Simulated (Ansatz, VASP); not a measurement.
ZrB2 in VASP and in Ansatz

```
Zr B
1.0
     3.12330    0.00000    0.00000
    -1.56165    2.70486    0.00000
     0.00000    0.00000    3.38990
Zr B
1 2
Direct
  0.00000 0.00000 0.00000
  0.33333 0.66667 0.50000
  0.66667 0.33333 0.50000
```

Alike in both runs: task single point; functional PBEsol; k mesh 15 × 15 × 12; occupations gaussian, width 0.15 eV; no spin polarisation.

|  | VASP | Ansatz |
| --- | --- | --- |
| version | VASP 6.6.1 | Ansatz 0.2.0 |
| potentials or method | VASP PAW PBE potentials, release 64 (Zr_sv, B), cutoff 520 eV | scalar-relativistic, plane waves, PAW |
| valence electrons in the cell | 18 | 18 |

```csv
,VASP,Ansatz,Ansatz less VASP
gap on the k mesh at the Fermi level (eV),none,none,-
pressure (GPa),15.2,14.8,-0.44
"traceless stress, the component that is largest in VASP (GPa)",5.29,5.29,-0.001
```

VASP's potentials were made for PBE, not for PBEsol. A gap of «none» marks a metal or a gap that the smearing closes.
